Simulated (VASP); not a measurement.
Here is a VASP 6.6.1 calculation.

File POSCAR:

```
MnZn
1.0
    2.5690836586      0.0000000000      0.0000000000
   -1.2845466922      2.2248941989      0.0000000000
    0.0000000000      0.0000000000      4.2803147947
Mn Zn
1 1
Direct
    0.6666666667      0.3333333333      0.5000000000
    0.3333333333      0.6666666667      0.0000000000
```

INCAR.step1

```
  PREC = Accurate
  ENCUT = 520
  ISMEAR = -1
  SIGMA = 0.1
  LREAL = False
  LASPH = True
  NELM = 150
  ISPIN = 2
  MAGMOM = 5.2 0
  LMAXMIX = 4
  NBANDS = 24
  GGA = PE
  ALGO = Normal
  EDIFF = 1E-4
  LWAVE = True
  LCHARG = False
```

Contents of INCAR.step2:

```
  PREC = Accurate
  ENCUT = 520
  EDIFF = 1E-7
  ISMEAR = -1
  SIGMA = 0.1
  LREAL = False
  LASPH = True
  NELM = 150
  ALGO = Normal
  ISIF = 2
  LWAVE = False
  LCHARG = False
  ISPIN = 2
  MAGMOM = 5.2 0
  LORBIT = 11
  LMAXMIX = 4
  METAGGA = R2SCAN
  LMIXTAU = True
  NBANDS = 24
  ISTART = 1
```

File KPOINTS:

```
regular mesh
0
Gamma
  12 12 7
```

Potentials or basis: VASP PAW PBE potentials, release 64 (Mn_pv, Zn).

Command:

```bash
$ cat potpaw_PBE.64/Mn_pv/POTCAR potpaw_PBE.64/Zn/POTCAR > POTCAR
$ cp INCAR.step1 INCAR
$ mpirun -np 1 vasp_std > vasp.out
$ cp INCAR.step2 INCAR
$ mpirun -np 1 vasp_std > vasp.out
```

Problem. Estimate the pressure.

Solution. 18.5 GPa.

Problem. Estimate the net moment.

Solution. 3.12 μB per cell.

Stress tensor (GPa, compression positive):
```
20.10  0.00  0.00
 0.00 20.11  0.00
 0.00  0.00 15.17
```

Caveat: the cell stands under pressure; the PAW data sets were made with another functional, which shifts forces and pressure a little.
